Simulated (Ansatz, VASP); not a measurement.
**HfO2: VASP beside Ansatz**

File POSCAR:

```
HfO2
1.0
    4.9833497412      0.0000000000      0.0000000000
    0.0000000000      4.9833497412      0.0000000000
    0.0000000000      0.0000000000      3.2203479185
Hf O
2 4
Direct
    0.0000000000      0.0000000000      0.0000000000
    0.5000000000      0.5000000000      0.5000000000
    0.1949191829      0.8050808171      0.5000000000
    0.3050808171      0.3050808171      0.0000000000
    0.6949191829      0.6949191829      0.0000000000
    0.8050808171      0.1949191829      0.5000000000
```

INCAR.step1

```
  PREC = Accurate
  ENCUT = 520
  ISMEAR = 0
  SIGMA = 0.05
  LREAL = False
  LASPH = True
  NELM = 60
  NBANDS = 31
  GGA = PE
  ALGO = Normal
  EDIFF = 1E-4
  LWAVE = True
  LCHARG = False
```

File INCAR.step2:

```
  PREC = Accurate
  ENCUT = 520
  EDIFF = 1E-7
  ISMEAR = 0
  SIGMA = 0.05
  LREAL = False
  LASPH = True
  NELM = 60
  ALGO = Normal
  ISIF = 2
  LWAVE = False
  LCHARG = False
  METAGGA = R2SCAN
  LMIXTAU = True
  NBANDS = 31
  ISTART = 1
```

File KPOINTS:

```
Automatic mesh
0
Gamma
  6 6 8
```

Input for Ansatz:

```yaml
crystal:
  lattice:
    - [4.9833497412, 0.0, 0.0]
    - [0.0, 4.9833497412, 0.0]
    - [0.0, 0.0, 3.2203479185]
  atoms:
    - { symbol: Hf, position: [0.0, 0.0, 0.0] }
    - { symbol: Hf, position: [0.5, 0.5, 0.5] }
    - { symbol: O, position: [0.1949191829, 0.8050808171, 0.5] }
    - { symbol: O, position: [0.3050808171, 0.3050808171, 0.0] }
    - { symbol: O, position: [0.6949191829, 0.6949191829, 0.0] }
    - { symbol: O, position: [0.8050808171, 0.1949191829, 0.5] }
basis:
  ecutwfc: 500
kpoints:
  mp_grid: { grid: [6, 6, 8] }
hamiltonian:
  xc: r2scan
scf:
  occupations: { method: gaussian, width: 0.05 }
output:
  forces: true
  stress: true
  eigenvalues: true
```

Change from the starting cell: strain +0.030 along x and y, +0.000 along z, atoms carried along.

Alike in both runs: task single point; functional r2SCAN; k mesh 6 × 6 × 8; occupations gaussian, width 0.05 eV; no spin polarisation.

|  | VASP | Ansatz |
| --- | --- | --- |
| version | VASP 6.6.1 | Ansatz 0.2.0 |
| potentials or method | VASP PAW PBE potentials, release 64 (Hf_pv, O), cutoff 520 eV | scalar-relativistic, plane waves, PAW |
| valence electrons in the cell | 44 | 76 |

```csv
,VASP,Ansatz,Ansatz less VASP
gap on the k mesh at the Fermi level (eV),4.23,4.29,+0.061
least direct gap on the mesh (eV),4.23,4.29,+0.061
pressure (GPa),-14.0,-11.1,+2.85
"traceless stress, the component that is largest in VASP (GPa)",2.49,3.03,+0.545
rms of the force components (eV/Å),0.088,0.055,-0.0329
```

VASP's potentials were made for PBE, not for r2SCAN. Atom by atom the forces differ by 0.033 eV/Å (rms over components). With one functional, cell and mesh, what is left measures potentials, basis and numerics. VASP's potentials hold 44 valence electrons a cell and Ansatz's 76, so a difference there can come from the potentials and not from the codes.

Neither program's run includes spin-orbit coupling.
